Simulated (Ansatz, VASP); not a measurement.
# Zr in VASP and in Ansatz

```xyz
4
Lattice="4.9037 0.0000 0.0000 -2.4518 4.2467 0.0000 0.0000 0.0000 4.9230" Properties=species:S:1:pos:R:3 pbc="T T T"
Zr    0.0000    0.0000    1.2308
Zr    0.0000    0.0000    3.6923
Zr    0.0000    2.8311    3.6923
Zr    2.4518    1.4156    1.2308
```

Alike in both runs: task relaxation of cell and atoms; functional PBEsol; k mesh 12 × 12 × 10; occupations gaussian, width 0.1 eV; no spin polarisation.

|  | VASP | Ansatz |
| --- | --- | --- |
| version | VASP 6.6.1 | Ansatz 0.2.0 |
| potentials or method | VASP PAW PBE potentials, release 64 (Zr_sv), cutoff 600 eV | scalar-relativistic, plane waves, PAW |
| valence electrons in the cell | 48 | 48 |

Ansatz gave:

```
gap on the k mesh at the Fermi level, each at its own relaxed structure (eV) : none
relaxed volume (Å³/atom)                                                     : 25.19
relaxed cell length with the largest relative difference (Å)                 : 4.811
```

Q: Estimate VASP's values.

A: gap on the k mesh at the Fermi level, each at its own relaxed structure (eV): none; relaxed volume (Å³/atom): 25.27; relaxed cell length with the largest relative difference (Å): 4.818.

VASP's potentials were made for PBE, not for PBEsol. A gap of «none» marks a metal or a gap that the smearing closes.
